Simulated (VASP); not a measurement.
# LaHfO (P4/nmm) in VASP: notebook

The runs below take LaHfO through single point, relaxation of cell and atoms, with PBE.

Everything below comes from runs of VASP 6.6.1. Logs are shortened: lines on timing, memory, paths and dates and some standing lists are left out, and cuts for length are marked.

## (1) The cell of the first run

The structure is tetragonal, space group P4/nmm (No. 129). The conventional cell has a = 3.842 Å, b = 3.842 Å, c = 6.546 Å, α = 90.00°, β = 90.00°, γ = 90.00°. Within 3.1 Å of La (site symmetry 4mm) lie 4 O at 2.22 Å and 5 Hf at 2.99 to 3.02 Å. Hf (site symmetry 4mm) has 6 La at 2.99 to 3.55 Å and 4 O at 3.10 Å and 8 Hf at 3.20 to 3.84 Å within 3.9 Å. Within 2.9 Å of O (site symmetry -4m2) lie 4 La at 2.22 Å and 4 O at 2.72 Å.

The cell was generated, and may not be a known phase.

## (2) Single point, PBE

The input, INCAR:

```
SYSTEM = LaHfO
ALGO = Normal ; EDIFF = 1E-6
ENCUT = 520 ; GGA = PE
ISIF = 2 ; ISMEAR = 0
LASPH = .TRUE. ; LCHARG = .TRUE.
LELF = .TRUE. ; LREAL = .FALSE.
LVHAR = .TRUE. ; LWAVE = .FALSE.
NBANDS = 36 ; NELM = 100
PREC = Accurate ; SIGMA = 0.1
```

The input, KPOINTS:

```
k-points
0
G
  4 4 4
  0 0 0
```

The input, POSCAR:

```
LaHfO
1.0
    3.8420039800      0.0000000000      0.0000000000
    0.0000000000      3.8420039800      0.0000000000
    0.0000000000      0.0000000000      6.5461997300
La Hf O
2 2 2
Direct
    0.0000000000      0.5000000000      0.8287804100
    0.5000000000      0.0000000000      0.1712195900
    0.5000000000      0.0000000000      0.6287301800
    0.0000000000      0.5000000000      0.3712698200
    0.0000000000      0.0000000000      0.0000000000
    0.5000000000      0.5000000000      0.0000000000
```

Potentials or basis: VASP PAW PBE potentials, release 64 (La, Hf_pv, O).

Run with:

```bash
$ cat potpaw_PBE.64/La/POTCAR potpaw_PBE.64/Hf_pv/POTCAR potpaw_PBE.64/O/POTCAR > POTCAR
$ mpirun -np 1 vasp_std > vasp.out
```

OUTCAR:

```text
SYSTEM = LaHfO
   EDIFF = 1E-6
   ENCUT = 520
   GGA = PE
   ISIF = 2
   ISMEAR = 0
   LASPH = .TRUE.
   LREAL = .FALSE.
   NELM = 100
   PREC = Accurate

 ion  position               nearest neighbor table
   1  0.000  0.500  0.829-   5 2.22   6 2.22   5 2.22   6 2.22   4 2.99   3 3.02   3 3.02   3 3.02
                             3 3.02   2 3.52   2 3.52   2 3.52   2 3.52   4 3.55
   2  0.500  0.000  0.171-   5 2.22   6 2.22   6 2.22   5 2.22   3 2.99   4 3.02   4 3.02   4 3.02
                             4 3.02   1 3.52   1 3.52   1 3.52   1 3.52   3 3.55
   3  0.500  0.000  0.629-   2 2.99   1 3.02   1 3.02   1 3.02   1 3.02   4 3.20   4 3.20   4 3.20
                             4 3.20   2 3.55
   4  0.000  0.500  0.371-   1 2.99   2 3.02   2 3.02   2 3.02   2 3.02   3 3.20   3 3.20   3 3.20
                             3 3.20   1 3.55
   5  0.000  0.000  0.000-   1 2.22   2 2.22   1 2.22   2 2.22
   6  0.500  0.500  0.000-   1 2.22   2 2.22   2 2.22   1 2.22

  LATTYP: Found a simple tetragonal cell.
 ALAT       =     3.8420039800
 C/A-ratio  =     1.7038503250

  Lattice vectors:

 A1 = (   3.8420039800,   0.0000000000,   0.0000000000)
 A2 = (   0.0000000000,   3.8420039800,   0.0000000000)
 A3 = (   0.0000000000,   0.0000000000,   6.5461997300)

Analysis of symmetry for initial positions (statically):
=====================================================================
 Subroutine PRICEL returns:
 Original cell was already a primitive cell.

 Routine SETGRP: Setting up the symmetry group for a
 simple tetragonal supercell.

 Subroutine GETGRP returns: Found 16 space group operations
 (whereof  8 operations were pure point group operations)
 out of a pool of 16 trial point group operations.

The static configuration has the point symmetry D_2d.
 The point group associated with its full space group is D_4h.

Analysis of symmetry for dynamics (positions and initial velocities):
=====================================================================
 Subroutine PRICEL returns:
 Original cell was already a primitive cell.

 Routine SETGRP: Setting up the symmetry group for a
 simple tetragonal supercell.

 Subroutine GETGRP returns: Found 16 space group operations
 (whereof  8 operations were pure point group operations)
 out of a pool of 16 trial point group operations.

The dynamic configuration has the point symmetry D_2d.
 The point group associated with its full space group is D_4h.

 Subroutine INISYM returns: Found 16 space group operations
 (whereof  8 operations are pure point group operations),
 and found     1 'primitive' translations

----------------------------------------------------------------------------------------

                                     Primitive cell

  volume of cell :      96.6284

  direct lattice vectors                    reciprocal lattice vectors
     3.842003980  0.000000000  0.000000000     0.260280834  0.000000000  0.000000000
     0.000000000  3.842003980  0.000000000     0.000000000  0.260280834  0.000000000
     0.000000000  0.000000000  6.546199730     0.000000000  0.000000000  0.152760386

  length of vectors
     3.842003980  3.842003980  6.546199730     0.260280834  0.260280834  0.152760386

  position of ions in fractional coordinates (direct lattice)
     0.000000000  0.500000000  0.828780410
     0.500000000  0.000000000  0.171219590
     0.500000000  0.000000000  0.628730180
     0.000000000  0.500000000  0.371269820
     0.000000000  0.000000000  0.000000000
     0.500000000  0.500000000  0.000000000

  ion indices of the primitive-cell ions
   primitive index   ion index
                 1           1
                 2           2
                 3           3
                 4           4
                 5           5
                 6           6

----------------------------------------------------------------------------------------

 KPOINTS: k-points

Automatic generation of k-mesh.
 Grid dimensions read from file:
 generate k-points for:    4    4    4

 Generating k-lattice:

[... 53 lines left out ...]

 k-point     2 :       0.2500    0.0000    0.0000
  band No.  band energies     occupation
      1     -22.1708      2.00000
      2     -21.8773      2.00000
      3     -21.0868      2.00000
      4     -20.8678      2.00000
      5     -20.8330      2.00000
      6     -20.7772      2.00000
[... 28 lines left out ...]
     35      13.0115      0.00000
     36      13.0927      0.00000

 k-point     3 :       0.5000    0.0000    0.0000
  band No.  band energies     occupation
      1     -21.9879      2.00000
      2     -21.9879      2.00000
      3     -21.0063      2.00000
      4     -21.0063      2.00000
      5     -20.7824      2.00000
      6     -20.7824      2.00000
[... 28 lines left out ...]
     35      12.9248      0.00000
     36      12.9248      0.00000

 k-point     4 :       0.2500    0.2500    0.0000
  band No.  band energies     occupation
      1     -22.0501      2.00000
      2     -21.8333      2.00000
      3     -21.0739      2.00000
      4     -20.9598      2.00000
      5     -20.8642      2.00000
      6     -20.7280      2.00000
[... 28 lines left out ...]
     35      12.6843      0.00000
     36      13.3114      0.00000

 k-point     5 :       0.5000    0.2500    0.0000
  band No.  band energies     occupation
      1     -21.8587      2.00000
      2     -21.8587      2.00000
      3     -20.9918      2.00000
      4     -20.9918      2.00000
      5     -20.8909      2.00000
      6     -20.8909      2.00000
[... 421 lines left out ...]
 k-point    16 :       0.2500    0.2500    0.5000
  band No.  band energies     occupation
      1     -22.1494      2.00000
      2     -21.7550      2.00000
      3     -21.0412      2.00000
      4     -20.9584      2.00000
      5     -20.8425      2.00000
      6     -20.7244      2.00000
[... 28 lines left out ...]
     35      12.4316      0.00000
     36      13.1060      0.00000

 k-point    17 :       0.5000    0.2500    0.5000
  band No.  band energies     occupation
      1     -21.8889      2.00000
      2     -21.8889      2.00000
      3     -20.9409      2.00000
      4     -20.9409      2.00000
      5     -20.8988      2.00000
      6     -20.8988      2.00000
[... 28 lines left out ...]
     35      12.9134      0.00000
     36      12.9149      0.00000

 k-point    18 :       0.5000    0.5000    0.5000
  band No.  band energies     occupation
      1     -21.7307      2.00000
      2     -21.7307      2.00000
      3     -21.0110      2.00000
      4     -21.0110      2.00000
      5     -20.9309      2.00000
      6     -20.9309      2.00000
[... 28 lines left out ...]
     35      13.2707      0.00000
     36      13.2779      0.00000

------------------------ aborting loop because EDIFF is reached ----------------------------------------

  FORCE on cell =-STRESS in cart. coord.  units (eV):
  Direction    XX          YY          ZZ          XY          YZ          ZX
  --------------------------------------------------------------------------------------
  -------------------------------------------------------------------------------------
  Total       22.8843363     22.8843363     22.5778923      0.0000000      0.0000000      0.0000000
  in kB      379.4408025    379.4408025    374.3597139      0.0000000      0.0000000      0.0000000
  external PRESSURE =     377.7471063 kB  Pullay stress =       0.0000000 kB

 VOLUME and BASIS-vectors are now :
 -----------------------------------------------------------------------------
  energy-cutoff  :      520.00
  volume of cell :       96.63
      direct lattice vectors                 reciprocal lattice vectors
     3.842003980  0.000000000  0.000000000     0.260280834  0.000000000  0.000000000
     0.000000000  3.842003980  0.000000000     0.000000000  0.260280834  0.000000000
     0.000000000  0.000000000  6.546199730     0.000000000  0.000000000  0.152760386

 POSITION                                       TOTAL-FORCE (eV/Angst)
 -----------------------------------------------------------------------------------
      0.00000      1.92100      5.42536         0.000000      0.000000     -1.372553
      1.92100      0.00000      1.12084         0.000000     -0.000000      1.372553
      1.92100      0.00000      4.11579        -0.000000     -0.000000     -2.892763
      0.00000      1.92100      2.43041        -0.000000     -0.000000      2.892763
      0.00000      0.00000      0.00000        -0.000000      0.000000      0.000000
      1.92100      1.92100      0.00000         0.000000     -0.000000      0.000000
 -----------------------------------------------------------------------------------
    total drift:                                0.000000      0.000000      0.000000

  FREE ENERGIE OF THE ION-ELECTRON SYSTEM (eV)
  ---------------------------------------------------
  free  energy   TOTEN  =       -42.2326003613 eV

  energy  without entropy=      -42.1815826513  energy(sigma->0) =      -42.20709151
```

It took 44 s on 1 thread of Intel Xeon 6975P-C (Granite Rapids), shared host; peak memory 0.24 GiB.

What came out:

```yaml
Free_energy: -42.2326 eV
Pressure: 37.8 GPa
Largest_force: 2.893 eV/Å
Band_gap_on_the_k_mesh: zero (bands 27 and 28 overlap by 0.80 eV)
```

Forces on the atoms (eV/Å):
```
La   0.000  0.000 -1.373
La   0.000  0.000  1.373
Hf   0.000  0.000 -2.893
Hf   0.000  0.000  2.893
O    0.000  0.000  0.000
O    0.000  0.000  0.000
```

Levels at points of the mesh, in eV from the Fermi level:
```tsv
k point	band 23	band 24	band 25	band 26	band 27	band 28	band 29	band 30
(0.00, 0.00, 0.00)	-4.41	-2.94	-1.17	-0.59	0.30	0.44	0.44	1.11
(0.50, 0.00, 0.00)	-3.16	-3.16	-0.49	-0.49	-0.06	-0.06	0.60	0.60
(0.50, 0.50, 0.00)	-1.42	-1.42	-1.13	-1.13	0.41	0.41	0.98	0.98
(0.00, 0.00, 0.50)	-3.91	-2.10	-0.88	-0.85	-0.43	-0.34	0.28	0.28
(0.50, 0.00, 0.50)	-2.84	-2.84	-0.85	-0.85	0.23	0.23	1.12	1.12
(0.50, 0.50, 0.50)	-1.52	-1.52	-1.15	-1.15	0.46	0.46	0.87	0.87
```

Caveat: the k points lie up to 0.41 Å⁻¹ apart, too coarse for converged energies and pressures of a metal; spin-orbit coupling is left out, which moves the levels of the heavy elements; forces of over 1 eV/Å act on the atoms, so gaps and moduli don't describe the material at rest.

## (3) Single point, PBE

This run uses another cell than the first one, of 23.93 Å³/atom.

The input, INCAR:

```
SYSTEM = LaHfO
PREC = Accurate
ENCUT = 520
EDIFF = 1E-6
ISMEAR = 0
SIGMA = 0.1
LREAL = .FALSE.
LASPH = .TRUE.
NELM = 100
ALGO = Normal
ISIF = 2
LWAVE = .FALSE.
LCHARG = .FALSE.
GGA = PE
NBANDS = 36
```

The input, KPOINTS:

```
Automatic mesh
0
G
  4 4 4
  0 0 0
```

The input, POSCAR:

```
LaHfO
1.0
    4.0391121630      0.0000000000      0.0000000000
    0.0000000000      4.0391121630      0.0000000000
    0.0000000000      0.0000000000      8.8022606636
La Hf O
2 2 2
Direct
    0.0000000000      0.5000000000      0.8592229409
    0.5000000000      0.0000000000      0.1407770591
    0.5000000000      0.0000000000      0.5453940047
    0.0000000000      0.5000000000      0.4546059953
    0.0000000000      0.0000000000      0.0000000000
    0.5000000000      0.5000000000      0.0000000000
```

Potentials or basis: VASP PAW PBE potentials, release 64 (La, Hf_pv, O).

Run with:

```bash
$ cat potpaw_PBE.64/La/POTCAR potpaw_PBE.64/Hf_pv/POTCAR potpaw_PBE.64/O/POTCAR > POTCAR
$ mpirun -np 1 vasp_std > vasp.out
```

Wall time 62 s (1 thread of Intel Xeon 6975P-C (Granite Rapids), shared host); peak memory 0.3 GiB.

Results (log left out):

* Free energy: -48.9499 eV
* Pressure: -0.1 GPa
* Largest force: 0.020 eV/Å
* Band gap on the k mesh: zero (bands 27 and 28 overlap by 0.56 eV)

Forces in eV/Å, atoms in the order of the input:
```
La   0.000  0.000  0.020
La   0.000  0.000 -0.020
Hf   0.000  0.000 -0.012
Hf   0.000  0.000  0.012
O    0.000  0.000  0.000
O    0.000  0.000  0.000
```

Stress tensor (GPa, compression positive):
```
-0.17  0.00  0.00
 0.00 -0.17  0.00
 0.00  0.00  0.20
```

Levels at points of the mesh, in eV from the Fermi level:
| k point | band 24 | band 25 | band 26 | band 27 | band 28 | band 29 |
| --- | --- | --- | --- | --- | --- | --- |
| (0.00, 0.00, 0.00) | -2.09 | -0.90 | -0.46 | -0.38 | 0.45 | 0.85 |
| (0.50, 0.00, 0.00) | -2.66 | -0.86 | -0.86 | 0.17 | 0.17 | 0.61 |
| (0.50, 0.50, 0.00) | -1.69 | -0.98 | -0.98 | 0.16 | 0.16 | 0.32 |
| (0.00, 0.00, 0.50) | -2.05 | -1.37 | -0.38 | 0.06 | 0.17 | 0.84 |
| (0.50, 0.00, 0.50) | -2.62 | -0.83 | -0.83 | 0.14 | 0.14 | 0.51 |
| (0.50, 0.50, 0.50) | -1.81 | -1.01 | -1.01 | 0.21 | 0.21 | 0.33 |

Caveat: the k points lie up to 0.39 Å⁻¹ apart, too coarse for converged energies and pressures of a metal; spin-orbit coupling is left out, which moves the levels of the heavy elements.

## (4) Relaxation of cell and atoms, PBE

The input, INCAR:

```
SYSTEM = LaHfO
ALGO = Normal
EDIFF = 1E-6
EDIFFG = -0.04
ENCUT = 600
GGA = PE
IBRION = 2
ISIF = 3
ISMEAR = 0
LASPH = .TRUE.
LCHARG = .FALSE.
LREAL = .FALSE.
LWAVE = .FALSE.
NELM = 100
NSW = 90
PREC = Accurate
SIGMA = 0.1
```

The input, KPOINTS:

```
k-points
0
G
  4 4 4
  0 0 0
```

The input, POSCAR:

```
LaHfO
1.0
    3.8420039800      0.0000000000      0.0000000000
    0.0000000000      3.8420039800      0.0000000000
    0.0000000000      0.0000000000      6.5461997300
La Hf O
2 2 2
Direct
    0.0000000000      0.5000000000      0.8287804100
    0.5000000000      0.0000000000      0.1712195900
    0.5000000000      0.0000000000      0.6287301800
    0.0000000000      0.5000000000      0.3712698200
    0.0000000000      0.0000000000      0.0000000000
    0.5000000000      0.5000000000      0.0000000000
```

Run with:

```bash
$ cat potpaw_PBE.64/La/POTCAR potpaw_PBE.64/Hf_pv/POTCAR potpaw_PBE.64/O/POTCAR > POTCAR
$ mpirun -np 1 vasp_std > vasp.out
```

It took 8.5 min on 1 thread of Intel Xeon 6975P-C (Granite Rapids), shared host; peak memory 0.29 GiB.

Results (log left out):

```
Free energy                           : -48.8196 eV
Relaxed volume                        : 23.59 Å³/atom
Relaxed cell                          : a = 4.043 Å, b = 4.043 Å, c = 8.661 Å, α = 90.00°, β = 90.00°, γ = 90.00°
Space group after relaxing (to 0.1 Å) : P4/nmm (No. 129)
Energy gained by relaxing             : 1096.5 meV/atom
Ionic steps                           : 19
Pressure after relaxing               : 0.0 GPa
Largest force after relaxing          : 0.019 eV/Å
Band gap on the k mesh                : zero (bands 27 and 28 overlap by 0.55 eV)
```

Forces in eV/Å, atoms in the order of the input:
```
La   0.000  0.000  0.017
La   0.000  0.000 -0.017
Hf   0.000  0.000  0.019
Hf   0.000  0.000 -0.019
O    0.000  0.000  0.000
O    0.000  0.000  0.000
```

The path:
```
step  energy change (eV)  largest force (eV/Å)  pressure (GPa)  volume (Å³)
   1              0.0000                2.8921           37.70        96.63
   2             -1.8365                4.1641          -12.17       159.90
   3             -3.2371                3.0392           -1.13       129.02
   4             -4.6146                2.2782           -1.78       135.01
   5             -5.5135                2.1705           -1.50       153.82
   6             -5.7616                1.1092           -1.86       148.27
   7             -5.7766                0.7996           -1.89       146.85
   8             -6.1878                2.0750            3.22       141.53
   9             -6.1931                2.3353            4.33       140.52
  10             -6.4458                1.5486            1.81       143.24
  11             -6.5026                0.9467            0.22       144.92
  12             -6.5035                0.8649            0.02       145.13
  13             -6.5386                0.6117           -0.28       144.84
  14             -6.5618                0.1902           -0.72       144.35
  15             -6.5704                0.1802           -0.14       143.00
  16             -6.5739                0.1673            0.52       141.49
  17             -6.5786                0.0497            0.02       141.63
  18             -6.5787                0.0595           -0.04       141.64
  19             -6.5791                0.0186            0.03       141.56
```

Final structure:
```yaml
crystal:
  lattice:
    - [4.04299, 0.00000, 0.00000]
    - [0.00000, 4.04299, 0.00000]
    - [0.00000, 0.00000, 8.66060]
  atoms:
    - { symbol: La, position: [0.00000, 0.50000, 0.85833] }
    - { symbol: La, position: [0.50000, 0.00000, 0.14167] }
    - { symbol: Hf, position: [0.50000, 0.00000, 0.54626] }
    - { symbol: Hf, position: [0.00000, 0.50000, 0.45374] }
    - { symbol: O, position: [0.00000, 0.00000, 0.00000] }
    - { symbol: O, position: [0.50000, 0.50000, 0.00000] }
```

Levels at points of the mesh, in eV from the Fermi level:
```tsv
k point	band 23	band 24	band 25	band 26	band 27	band 28	band 29	band 30
(0.00, 0.00, 0.00)	-3.60	-2.07	-0.81	-0.38	-0.36	0.46	0.83	0.83
(0.50, 0.00, 0.00)	-2.66	-2.66	-0.82	-0.82	0.17	0.17	0.67	0.67
(0.50, 0.50, 0.00)	-1.68	-1.68	-0.99	-0.99	0.15	0.15	0.36	0.36
(0.00, 0.00, 0.50)	-3.59	-2.03	-1.30	-0.36	0.05	0.27	0.83	0.83
(0.50, 0.00, 0.50)	-2.61	-2.61	-0.79	-0.79	0.13	0.13	0.56	0.56
(0.50, 0.50, 0.50)	-1.80	-1.80	-1.02	-1.02	0.20	0.20	0.37	0.37
```

Caveat: the k points lie up to 0.39 Å⁻¹ apart in the final cell, too coarse for converged energies and pressures of a metal; the volume moved by over 15 % at a fixed basis, so the end points are rough; spin-orbit coupling is left out, which moves the levels of the heavy elements.

## (5) Overview

```csv
task,cell,cutoff (eV),gap on the mesh (eV),pressure (GPa),largest force (eV/Å)
single point,"a = 3.842, b = 3.842, c = 6.546 Å, 6 atoms, atomic positions A",520,none,37.8,2.89
single point,"a = 4.039, b = 4.039, c = 8.802 Å, 6 atoms, atomic positions B",520,none,-0.1,0.02
relaxation of cell and atoms,"relaxed from a = 3.842, b = 3.842, c = 6.546 Å, 6 atoms, atomic positions A",600,none,0.0,0.02
```

Alike in all rows: level PBE; potentials or basis VASP PAW PBE potentials, release 64 (La, Hf_pv, O); no spin polarisation; k mesh 4 × 4 × 4; smearing gaussian 0.1 eV.

Caveats: all runs use coarse meshes; spin-orbit coupling is left out, which moves the levels of the heavy elements; forces of over 1 eV/Å act on the atoms, so gaps and moduli don't describe the material at rest (at least some runs); the volume moved by over 15 % at a fixed basis, so the end points are rough (at least some runs).

Absolute energies hang on the potentials; compare differences alone.
